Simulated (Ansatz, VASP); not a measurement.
**Two plane-wave programs on As**

INCAR

```
SYSTEM = As
PREC = Accurate
ENCUT = 500
EDIFF = 1E-6
ISMEAR = 0
SIGMA = 0.1
LREAL = .FALSE.
LASPH = .TRUE.
NELM = 120
ALGO = Normal
ISIF = 2
LWAVE = .FALSE.
LCHARG = .FALSE.
GGA = PE
NBANDS = 12
GGA_COMPAT = .FALSE.
```

Contents of KPOINTS:

```
regular mesh
0
G
  6 6 6
  0 0 0
```

File POSCAR:

```
As
1.0
    1.8162215065      1.0485959757      3.3679650315
   -1.8162215065      1.0485959757      3.3679650315
    0.0000000000     -2.0971919514      3.3679650315
As
2
Direct
    0.2275400000      0.2275400000      0.2275400000
    0.7724600000      0.7724600000      0.7724600000
```

Input for Ansatz:

```yaml
crystal:
  lattice:
    - [1.8162215065, 1.0485959757, 3.3679650315]
    - [-1.8162215065, 1.0485959757, 3.3679650315]
    - [0.0, -2.0971919514, 3.3679650315]
  atoms:
    - { symbol: As, position: [0.22754, 0.22754, 0.22754] }
    - { symbol: As, position: [0.77246, 0.77246, 0.77246] }
basis:
  ecutwfc: 420
kpoints:
  mp_grid: { grid: [6, 6, 6] }
hamiltonian:
  xc: pbe
scf:
  occupations: { method: gaussian, width: 0.1 }
output:
  forces: true
  stress: true
  eigenvalues: true
```

Alike in both runs: task single point; functional PBE; k mesh 6 × 6 × 6; occupations gaussian, width 0.1 eV; no spin polarisation.

|  | VASP | Ansatz |
| --- | --- | --- |
| version | VASP 6.6.1 | Ansatz 0.2.0 |
| potentials or method | VASP PAW PBE potentials, release 64 (As), cutoff 500 eV | scalar-relativistic, plane waves, PAW |
| valence electrons in the cell | 10 | 30 |

```csv
,VASP,Ansatz,Ansatz less VASP
gap on the k mesh at the Fermi level (eV),none,none,-
pressure (GPa),14.3,13.8,-0.54
"traceless stress, the component that is largest in VASP (GPa)",-2.68,-2.56,+0.119
rms of the force components (eV/Å),0.596,0.546,-0.0501
```

Atom by atom the forces differ by 0.050 eV/Å (rms over components). A gap of «none» marks a metal or a gap that the smearing closes. With one functional, cell and mesh, what is left measures potentials, basis and numerics. VASP's potentials hold 10 valence electrons a cell and Ansatz's 30, so a difference there can come from the potentials and not from the codes.
